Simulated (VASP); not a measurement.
# AlNi (rocksalt type) (Fm-3m) in VASP: notebook

AlNi (rocksalt type) is run at these levels: PBE; tasks: relaxation of cell and atoms.

Everything below comes from runs of VASP 6.6.1. Logs are shortened: lines on timing, memory, paths and dates and some standing lists are left out, and cuts for length are marked.

## 1. The cell of the first run

It takes space group Fm-3m (No. 225, cubic). Conventional cell: a = 4.473 Å, b = 4.473 Å, c = 4.473 Å, α = 90.00°, β = 90.00°, γ = 90.00°. Within 3.0 Å of Ni (site symmetry m-3m) lie 6 Al at 2.24 Å. Al (site symmetry m-3m) has 6 Ni at 2.24 Å within 3.0 Å.

## 2. Relaxation of cell and atoms, PBE, target pressure 46 GPa, at which the enthalpy is minimised

Input file INCAR:

```
SYSTEM = AlNi
PREC = Accurate ; ENCUT = 600
EDIFF = 1E-6 ; ISMEAR = -1
SIGMA = 0.08 ; LREAL = .FALSE.
LASPH = .TRUE. ; NELM = 100
ALGO = Normal ; ISIF = 3
LWAVE = .FALSE. ; LCHARG = .FALSE.
GGA = PE ; IBRION = 2
NSW = 60 ; EDIFFG = -0.005
PSTRESS = 460.0
```

Input file KPOINTS:

```
regular mesh
0
G
  15 15 15
  0 0 0
```

Input file POSCAR:

```
AlNi
1.0
    0.0000000000      2.2363821346      2.2363821346
    2.2363821346      0.0000000000      2.2363821346
    2.2363821346      2.2363821346      0.0000000000
Ni Al
1 1
Direct
    0.0000000000      0.0000000000      0.0000000000
    0.5000000000      0.5000000000      0.5000000000
```

Potentials or basis: VASP PAW PBE potentials, release 64 (Ni, Al).

Started as:

```console
> cat potpaw_PBE.64/Ni/POTCAR potpaw_PBE.64/Al/POTCAR > POTCAR
> mpirun -np 1 vasp_std > vasp.out
```

OUTCAR:

```text
SYSTEM = AlNi
   PREC = Accurate
   ENCUT = 600
   EDIFF = 1E-6
   ISMEAR = -1
   LREAL = .FALSE.
   LASPH = .TRUE.
   NELM = 100
   ISIF = 3
   GGA = PE
   IBRION = 2
   NSW = 60
   EDIFFG = -0.005
   PSTRESS = 460.0

 ion  position               nearest neighbor table
   1  0.000  0.000  0.000-   2 2.24   2 2.24   2 2.24   2 2.24   2 2.24   2 2.24
   2  0.500  0.500  0.500-   1 2.24   1 2.24   1 2.24   1 2.24   1 2.24   1 2.24

  LATTYP: Found a face centered cubic cell.
 ALAT       =     4.4727642692

  Lattice vectors:

 A1 = (   0.0000000000,   2.2363821346,   2.2363821346)
 A2 = (   2.2363821346,   0.0000000000,   2.2363821346)
 A3 = (   2.2363821346,   2.2363821346,   0.0000000000)

Analysis of symmetry for initial positions (statically):
=====================================================================
 Subroutine PRICEL returns:
 Original cell was already a primitive cell.

 Routine SETGRP: Setting up the symmetry group for a
 face centered cubic supercell.

 Subroutine GETGRP returns: Found 48 space group operations
 (whereof 48 operations were pure point group operations)
 out of a pool of 48 trial point group operations.

The static configuration has the point symmetry O_h .

Analysis of symmetry for dynamics (positions and initial velocities):
=====================================================================
 Subroutine PRICEL returns:
 Original cell was already a primitive cell.

 Routine SETGRP: Setting up the symmetry group for a
 face centered cubic supercell.

 Subroutine GETGRP returns: Found 48 space group operations
 (whereof 48 operations were pure point group operations)
 out of a pool of 48 trial point group operations.

The dynamic configuration has the point symmetry O_h .

 Subroutine INISYM returns: Found 48 space group operations
 (whereof 48 operations are pure point group operations),
 and found     1 'primitive' translations

----------------------------------------------------------------------------------------

                                     Primitive cell

  volume of cell :      22.3701

  direct lattice vectors                    reciprocal lattice vectors
     0.000000000  2.236382135  2.236382135    -0.223575386  0.223575386  0.223575386
     2.236382135  0.000000000  2.236382135     0.223575386 -0.223575386  0.223575386
     2.236382135  2.236382135  0.000000000     0.223575386  0.223575386 -0.223575386

  length of vectors
     3.162721945  3.162721945  3.162721945     0.387243929  0.387243929  0.387243929

  position of ions in fractional coordinates (direct lattice)
     0.000000000  0.000000000  0.000000000
     0.500000000  0.500000000  0.500000000

  ion indices of the primitive-cell ions
   primitive index   ion index
                 1           1
                 2           2

----------------------------------------------------------------------------------------

 KPOINTS: regular mesh

Automatic generation of k-mesh.
 Grid dimensions read from file:
 generate k-points for:   15   15   15

 Generating k-lattice:

  Cartesian coordinates                     Fractional coordinates (reciprocal lattice)
    -0.014905026  0.014905026  0.014905026     0.066666667  0.000000000  0.000000000
     0.014905026 -0.014905026  0.014905026     0.000000000  0.066666667  0.000000000
     0.014905026  0.014905026 -0.014905026     0.000000000  0.000000000  0.066666667

  Length of vectors
     0.025816262  0.025816262  0.025816262

  Shift w.r.t. Gamma in fractional coordinates (k-lattice)
     0.000000000  0.000000000  0.000000000

 Subroutine IBZKPT returns following result:
 ===========================================

 Found    120 irreducible k-points:

 Following reciprocal coordinates:
            Coordinates               Weight
  0.000000  0.000000  0.000000      1.000000
  0.066667  0.000000  0.000000      8.000000
  0.133333  0.000000  0.000000      8.000000
  0.200000  0.000000  0.000000      8.000000
  0.266667  0.000000  0.000000      8.000000
  0.333333  0.000000  0.000000      8.000000
[... 16 lines left out ...]
  0.133333  0.133333  0.000000      6.000000
  0.200000  0.133333  0.000000     24.000000
 [... further k-points ...]
   k-points           NKPTS =    120   k-points in BZ     NKDIM =    120   number of bands    NBANDS=     10
   number of dos      NEDOS =    301   number of ions     NIONS =      2
   total plane-waves  NPLWV =  21952
   dimension x,y,z NGX =    28 NGY =   28 NGZ =   28
   dimension x,y,z NGXF=    56 NGYF=   56 NGZF=   56
   ions per type =               1   1
   NGX,Y,Z   is equivalent  to a cutoff of  14.72, 14.72, 14.72 a.u.
   NGXF,Y,Z  is equivalent  to a cutoff of  29.44, 29.44, 29.44 a.u.
 SYSTEM =  AlNi
   PREC   = accura    normal or accurate (medium, high low for compatibility)
   ISTART =      0    job   : 0-new  1-cont  2-samecut
   ICHARG =      2    charge: 1-file 2-atom 10-const
   ISPIN  =      1    spin polarized calculation?
   LNONCOLLINEAR =      F non collinear calculations
   LSORBIT =      F    spin-orbit coupling
   LASPH  =      T    aspherical Exc in radial PAW
   ENCUT  =  600.0 eV  44.10 Ry    6.64 a.u.   6.32  6.32  6.32*2*pi/ulx,y,z
   NELM   =    100;   NELMIN=  2; NELMDL= -5     # of ELM steps
   EDIFF  = 0.1E-05   stopping-criterion for ELM
   LREAL  =      F    real-space projection
   EDIFFG = -.5E-02   stopping-criterion for IOM
   NSW    =     60    number of steps for IOM
   IBRION =      2    ionic relax: 0-MD 1-quasi-New 2-CG
   NFREE  =      1    steps in history (QN), initial steepest desc. (CG)
   ISIF   =      3    stress and relaxation
   ISYM   =      2    0-nonsym 1-usesym 2-fastsym
   POTIM  = 0.5000    time-step for ionic-motion
   TEBEG  =    0.0;   TEEND  =   0.0 temperature during run
   PSTRESS=  460.0 pullay stress
   NELECT =      13.0000    total number of electrons
   NUPDOWN=      -1.0000    fix difference up-down
   EMIN   =  10.00;   EMAX   =-10.00  energy-range for DOS
   EFERMI =   0.00;   METHOD = LEGACY
   ISMEAR =    -1;   SIGMA  =   0.08  broadening in eV -4-tet -1-fermi 0-gaus
   EFERMI_NEDOS =   21; number of points for ismear=-14 and -15
   IALGO  =     38    algorithm
   IMIX   =      4    mixing-type and parameters
     AMIX     =   0.40;   BMIX     =  1.00
     AMIX_MAG =   1.60;   BMIX_MAG =  1.00
  volume/ion in A,a.u.               =      11.19        75.48
  Fermi-wavevector in a.u.,A,eV,Ry     =   1.366155  2.581658 25.393630  1.866379
  Thomas-Fermi vector in A             =   2.492320
   LORBIT       =      0    0 simple, 1 ext, 2 COOP (PROOUT), +10 PAW based schemes
   GGA     = PE    functional components
   LHFCALC =     F    Hartree Fock is set to
   AEXX    =    0.0000 exact exchange contribution
   IVDW    =     0    specifies the selected vdW correction
   LEPSILON=     F    determine dielectric tensor
   LRPA    =     F    only Hartree local field effects (RPA)
 conjugate gradient relaxation of ions
 non-spin polarized calculation
  energy-cutoff  :      600.00
  volume of cell :       22.37
 maximum number of plane-waves:       763
 NGX is ok and might be reduce to    28
   NGX = 13   NGY = 13   NGZ = 13

--------------------------------------- Ionic step        1  -------------------------------------------

 number of electron      13.0000004 magnetization

 Free energy of the ion-electron system (eV)
  ---------------------------------------------------
  ext. energy  EPLUGINS =         0.00000000
  ---------------------------------------------------
  free energy    TOTEN  =        -8.57403403 eV

  energy without entropy =       -8.56214639  energy(sigma->0) =       -8.56809021

------------------------ aborting loop because EDIFF is reached ----------------------------------------

  FORCE on cell =-STRESS in cart. coord.  units (eV):
  Direction    XX          YY          ZZ          XY          YZ          ZX
  --------------------------------------------------------------------------------------
  -------------------------------------------------------------------------------------
  Total        6.4493527      6.4493527      6.4493527      0.0000000     -0.0000000      0.0000000
  in kB      461.9113919    461.9113919    461.9113919      0.0000000     -0.0000000      0.0000000
  external PRESSURE =       1.9113919 kB  Pullay stress =     460.0000000 kB
[... 61 lines left out ...]
  enthalpy is  TOTEN    =        -2.1513488120 eV   P V=        6.4350767636

--------------------------------------- Ionic step        3  -------------------------------------------

 number of electron      13.0000004 magnetization

 Free energy of the ion-electron system (eV)
  ---------------------------------------------------
  ext. energy  EPLUGINS =         0.00000000
  ---------------------------------------------------
  free energy    TOTEN  =        -8.57846218 eV

  energy without entropy =       -8.56656514  energy(sigma->0) =       -8.57251366

 E-fermi :  11.0089     XC(G=0): -12.2923

 val. band max:       10.9773272236   @ k =   0.4667   0.2000   0.0667
 cond. band min:      11.0829933681   @ k =   0.4667   0.2667   0.0000
 fundamental gap:      0.1056661445
 Fermi energy:        11.0088562032

 k-point     1 :       0.0000    0.0000    0.0000
  band No.  band energies     occupation
      1      -0.6075      2.00000
      2       8.0184      2.00000
      3       8.0184      2.00000
      4       8.0184      2.00000
      5       8.1770      2.00000
      6       8.1770      2.00000
      7      19.3322      0.00000
      8      19.3322      0.00000
      9      19.3322      0.00000
     10      22.6144      0.00000
[... 287 lines left out ...]
 k-point    24 :       0.2000    0.1333    0.0000
  band No.  band energies     occupation
      1       0.3046      2.00000
      2       7.6866      2.00000
      3       7.8386      2.00000
      4       8.1325      2.00000
      5       8.2418      2.00000
      6       8.3594      2.00000
      7      16.1958      0.00000
      8      17.0092      0.00000
      9      19.2130      0.00000
     10      20.3354      0.00000

 [... further k-points ...]

------------------------ aborting loop because EDIFF is reached ----------------------------------------

  FORCE on cell =-STRESS in cart. coord.  units (eV):
  Direction    XX          YY          ZZ          XY          YZ          ZX
  --------------------------------------------------------------------------------------
  -------------------------------------------------------------------------------------
  Total        6.4302869      6.4302869      6.4302869     -0.0000000      0.0000000     -0.0000000
  in kB      460.2292975    460.2292975    460.2292975     -0.0000000      0.0000000     -0.0000000
  external PRESSURE =       0.2292975 kB  Pullay stress =     460.0000000 kB
[... 17 lines left out ...]
  FREE ENERGIE OF THE ION-ELECTRON SYSTEM (eV)
  ---------------------------------------------------
  free  energy   TOTEN  =        -8.5784621816 eV

  energy  without entropy=       -8.5665651377  energy(sigma->0) =       -8.57251366

  enthalpy is  TOTEN    =        -2.1513790082 eV   P V=        6.4270831733

 reached required accuracy - stopping structural energy minimisation
```

Run time: 1.7 min. Hardware: 1 thread of Intel Xeon 8259CL, shared host; peak memory 0.19 GiB.

What came out:

```yaml
Free_energy: -8.5785 eV
Relaxed_volume: 11.19 Å³/atom
Relaxed_cell: a = 3.163 Å, b = 3.163 Å, c = 3.163 Å, α = 60.00°, β = 60.00°, γ = 60.00°
Space_group_after_relaxing_to_0.1_Å: Fm-3m (No. 225)
Energy_change_on_relaxing_the_run_minimises_the_enthalpy: -2.2 meV/atom
Ionic_steps: 3
Pressure_after_relaxing: 46.0 GPa
Band_gap_on_the_k_mesh: zero (an odd number of electrons rules out a gap without spin polarisation)
```

Step by step:
```csv
step,energy change (eV),largest force (eV/Å),pressure (GPa),volume (Å³)
1,0.0000,0.0000,46.19,22.37
2,-0.0124,0.0000,45.66,22.41
3,-0.0044,0.0000,46.02,22.39
```

Final structure:
```xyz
2
Lattice="0.0000 2.2369 2.2369 2.2369 0.0000 2.2369 2.2369 2.2369 0.0000" Properties=species:S:1:pos:R:3 pbc="T T T"
Ni    0.0000    0.0000    0.0000
Al    2.2369    2.2369    2.2369
```

Caveat: the cell is relaxed towards a set pressure, so the run minimises the enthalpy, not the energy.

(Part 1 of 2 ends here.)

The gap in the log of VASP goes by the Fermi energy; the results here count the filled bands.